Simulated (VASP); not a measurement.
Write the native input for VASP 6.6.1 that does the following.

* Task: relaxation of cell and atoms
* Functional: BLYP
* Dispersion: D3(BJ)
* Potentials or basis: VASP PAW PBE potentials, release 64 (In_d, P)
* Cutoff: 600 eV
* k mesh: 8 × 8 × 8
* Occupations: fermi-dirac, width 0.05 eV
* Spin: no spin polarisation
* Dipole correction: no
* Further INCAR settings: ALGO = Normal; EDIFF = 1e-07; IBRION = 2; EDIFFG = -0.01; NSW = 60; ISIF = 3

The structure of InP lies in POSCAR:

```
InP
1.0
    0.0000000000      2.9305000000      2.9305000000
    2.9305000000      0.0000000000      2.9305000000
    2.9305000000      2.9305000000      0.0000000000
In P
1 1
Direct
    0.0000000000      0.0000000000      0.0000000000
    0.7500000000      0.7500000000      0.7500000000
```

One way to write it, as run:

INCAR

```
PREC = Accurate
ENCUT = 600
EDIFF = 1E-7
ISMEAR = -1
SIGMA = 0.05
LREAL = F
LASPH = T
NELM = 100
ALGO = Normal
ISIF = 3
LWAVE = F
LCHARG = F
GGA = B5
ALDAX = 1.0
AGGAX = 1.0
AGGAC = 1.0
ALDAC = 0.0
IVDW = 12
IBRION = 2
NSW = 60
EDIFFG = -0.01
VDW_S6 = 1.0
VDW_S8 = 2.6996
VDW_A1 = 0.4298
VDW_A2 = 4.2359
```

KPOINTS

```
regular mesh
0
Gamma
  8 8 8
```

Potentials or basis: VASP PAW PBE potentials, release 64 (In_d, P).

The run is started by

```sh
$ cat potpaw_PBE.64/In_d/POTCAR potpaw_PBE.64/P/POTCAR > POTCAR
$ mpirun -np 1 vasp_std > vasp.out
```

Results of the run:

```json
{
 "Relaxed volume": "25.81 Å³/atom",
 "Relaxed cell": "a = 4.179 Å, b = 4.179 Å, c = 4.179 Å, α = 60.00°, β = 60.00°, γ = 60.00°",
 "Space group after relaxing (to 0.05 Å)": "F-43m (No. 216)",
 "Energy gained by relaxing": "3.2 meV/atom",
 "Ionic steps": "3",
 "Pressure after relaxing": "0.0 GPa",
 "Band gap on the k mesh": "0.48 eV, direct",
 "Dispersion energy per atom": "-0.695 eV"
}
```

Caveat: the PAW data sets were made with another functional, which shifts forces and pressure a little; spin-orbit coupling is left out, which moves the levels of the heavy elements.

Run time: 2.1 min on 1 thread of Intel(R) Xeon(R) Platinum 8259CL CPU @ 2.50GHz (Skylake/Cascade Lake), on a shared host, peak memory 0.23 GiB.
